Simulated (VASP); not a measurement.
Runs of VASP 6.6.1 on BN. The structure is that of space group F-43m (No. 216), or close to it. The cells are those of the table. 

| task | cell | cutoff (eV) | gap on the mesh (eV) | pressure (GPa) |
| --- | --- | --- | --- | --- |
| single point | a = 2.578 Å, angles 60.0°, 2 atoms | 520 | 4.94 | -9.9 |
| single point | a = 2.527 Å, angles 60.0°, 2 atoms | 520 | 5.02 | 13.9 |
| relaxation of cell and atoms | relaxed from a = 2.564 Å, angles 60.0°, 2 atoms | 600 | (a) | 0.0 |
| single point | a = 2.500 Å, angles 60.0°, 2 atoms | 520 | 5.05 | (b) |

Alike in all rows: level r2SCAN; potentials or basis VASP PAW PBE potentials, release 64 (B, N); no spin polarisation; k mesh 12 × 12 × 12; smearing gaussian 0.02 eV.

**Question.** Estimate the missing entries.

**Answer.** (a) 4.98; (b) 28.5.

Caveats: the PAW data sets were made with another functional, which shifts forces and pressure a little; the cell stands under pressure (at least some runs); the cell stands under tension (at least some runs).

A k mesh can miss the band edges.
